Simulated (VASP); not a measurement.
Wanted: the native input for a VASP 6.6.1 run.

```yaml
Task: electric field gradients
Functional: LDA
Potentials_or_basis: VASP PAW LDA potentials, release 64 (Rh_pv)
Cutoff: 520 eV
k_mesh: 16 × 16 × 16
Occupations: fermi-dirac, width 0.03 eV
Spin: no spin polarisation
Dipole_correction: no
Further_INCAR_settings: ALGO = Normal; EDIFF = 1e-08; NBANDS = 14
```

The structure of Rh lies in POSCAR:

```
Rh
1.0
    0.0000000000      1.9141434134      1.9141434134
    1.9141434134      0.0000000000      1.9141434134
    1.9141434134      1.9141434134      0.0000000000
Rh
1
Direct
    0.0000000000      0.0000000000      0.0000000000
```

The input as run:

INCAR

```
SYSTEM = Rh
PREC = Accurate
ENCUT = 520
EDIFF = 1E-8
ISMEAR = -1
SIGMA = 0.03
LREAL = .FALSE.
LASPH = .TRUE.
NELM = 100
ALGO = Normal
ISIF = 2
LWAVE = .FALSE.
LCHARG = .FALSE.
GGA = CA
LEFG = .TRUE.
NBANDS = 14
```

KPOINTS

```
Automatic mesh
0
G
  16 16 16
  0 0 0
```

Potentials or basis: VASP PAW LDA potentials, release 64 (Rh_pv).

The run is started by

```console
$ cat potpaw_LDA.64/Rh_pv/POTCAR > POTCAR
$ mpirun -np 1 vasp_std > vasp.out
```

Results of the run:

```
Pressure                                : -15.3 GPa
Band gap on the k mesh                  : zero (an odd number of electrons rules out a gap without spin polarisation)
Largest electric field gradient by atom : zero within the noise of the run
```

Caveat: the cell stands under tension.

Run time: 43 s on 1 thread of AMD EPYC 7R13, with other jobs on the host, peak memory 0.11 GiB.
